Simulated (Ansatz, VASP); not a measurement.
TeW: VASP beside Ansatz

The input INCAR:

```
SYSTEM = TeW
  PREC = Accurate
  ENCUT = 600
  EDIFF = 1E-7
  ISMEAR = 0
  SIGMA = 0.1
  LREAL = .FALSE.
  LASPH = .TRUE.
  NELM = 150
  ALGO = Normal
  ISIF = 3
  LWAVE = .FALSE.
  LCHARG = .FALSE.
  ISPIN = 2
  MAGMOM = 1 0
  LORBIT = 11
  LMAXMIX = 4
  GGA = PS
  IBRION = 2
  NSW = 80
  EDIFFG = -0.01
```

The input KPOINTS:

```
regular mesh
0
G
  14 14 14
  0 0 0
```

File POSCAR:

```
TeW
1.0
    0.0000000000      2.7828287133      2.7828287133
    2.7828287133      0.0000000000      2.7828287133
    2.7828287133      2.7828287133      0.0000000000
W Te
1 1
Direct
    0.0000000000      0.0000000000      0.0000000000
    0.5000000000      0.5000000000      0.5000000000
```

Input for Ansatz:

```yaml
crystal:
  lattice:
    - [0.0, 2.7828287133, 2.7828287133]
    - [2.7828287133, 0.0, 2.7828287133]
    - [2.7828287133, 2.7828287133, 0.0]
  atoms:
    - { symbol: W, position: [0.0, 0.0, 0.0], spin: 1.0 }
    - { symbol: Te, position: [0.5, 0.5, 0.5] }
basis:
  ecutwfc: 420
kpoints:
  mp_grid: { grid: [14, 14, 14] }
hamiltonian:
  xc: pbesol
scf:
  occupations: { method: gaussian, width: 0.1 }
  lower_state_search: "off"
output:
  forces: true
  stress: true
  eigenvalues: true
  populations: true
magnetization:
  spin_polarized: true
relax:
  adjacent_minimum: "off"
  f_tol: 0.01
  max_steps: 60
  cell: { stress_tol: 0.05 }
```

Alike in both runs: task relaxation of cell and atoms; functional PBEsol; k mesh 14 × 14 × 14; occupations gaussian, width 0.1 eV; collinear spin.

|  | VASP | Ansatz |
| --- | --- | --- |
| version | VASP 6.6.1 | Ansatz 0.2.0 |
| potentials or method | VASP PAW PBE potentials, release 64 (W_sv, Te), cutoff 600 eV | scalar-relativistic, plane waves, PAW |
| valence electrons in the cell | 20 | 30 |

|  | VASP | Ansatz | Ansatz less VASP |
| --- | --- | --- | --- |
| gap on the k mesh at the Fermi level, each at its own relaxed structure (eV) | none | none | - |
| net moment per atom (μB) | 0.95 | 0.95 | -0.002 |
| size of the moment on the site where the two differ most (μB) | 1.51 | 1.38 | -0.126 |
| relaxed volume (Å³/atom) | 21.58 | 21.55 | -0.033 |
| relaxed cell length with the largest relative difference (Å) | 3.938 | 3.936 | -0.0020 |

VASP's potentials were made for PBE, not for PBEsol. Site moments also hang on the region over which each program counts them. A gap of «none» marks a metal or a gap that the smearing closes. VASP's potentials hold 20 valence electrons a cell and Ansatz's 30, so a difference there can come from the potentials and not from the codes.

Spin-orbit coupling is off throughout.
